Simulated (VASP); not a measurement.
Write the native input for VASP 6.6.1 that does the following.

| Quantity | Value |
| --- | --- |
| Task | relaxation of cell and atoms |
| Functional | LDA |
| Potentials or basis | VASP PAW LDA potentials, release 64 (Ta_pv) |
| Cutoff | 600 eV |
| k mesh | 24 × 24 × 24 |
| Occupations | fermi-dirac, width 0.08 eV |
| Spin | no spin polarisation |
| Target pressure | 10 GPa |
| Dipole correction | no |
| Further INCAR settings | ALGO = Normal; EDIFF = 1e-06; IBRION = 2; EDIFFG = -0.002; NSW = 100; ISIF = 3 |

The structure of Ta lies in POSCAR:

```
Ta
1.0
   -1.6268863385      1.6268863385      1.6268863385
    1.6268863385     -1.6268863385      1.6268863385
    1.6268863385      1.6268863385     -1.6268863385
Ta
1
Direct
    0.0000000000      0.0000000000      0.0000000000
```

The input as run:

INCAR

```
SYSTEM = Ta
ALGO = Normal ; EDIFF = 1E-6
EDIFFG = -0.002 ; ENCUT = 600
GGA = CA ; IBRION = 2
ISIF = 3 ; ISMEAR = -1
LASPH = .True. ; LCHARG = .False.
LREAL = .False. ; LWAVE = .False.
NELM = 80 ; NSW = 100
PREC = Accurate ; PSTRESS = 100.0
SIGMA = 0.08
```

KPOINTS

```
k-points
0
Gamma
  24 24 24
  0 0 0
```

Potentials or basis: VASP PAW LDA potentials, release 64 (Ta_pv).

Command:

```console
$ cat potpaw_LDA.64/Ta_pv/POTCAR > POTCAR
$ mpirun -np 1 vasp_std > vasp.out
```

Results of the run:

```
Relaxed volume                                             : 16.58 Å³/atom
Relaxed cell                                               : a = 2.782 Å, b = 2.782 Å, c = 2.782 Å, α = 109.47°, β = 109.47°, γ = 109.47°
Space group after relaxing (to 0.1 Å)                      : Im-3m (No. 229)
Energy change on relaxing (the run minimises the enthalpy) : +21.3 meV/atom
Ionic steps                                                : 17
Pressure after relaxing                                    : 10.0 GPa
Band gap on the k mesh                                     : zero (an odd number of electrons rules out a gap without spin polarisation)
```

Caveat: the cell is relaxed towards a set pressure, so the run minimises the enthalpy, not the energy; spin-orbit coupling is left out, which moves the levels of the heavy elements.

Wall time 95 s on 1 thread of Intel(R) Xeon(R) 6975P-C (Granite Rapids), on a shared host, peak memory 0.22 GiB.
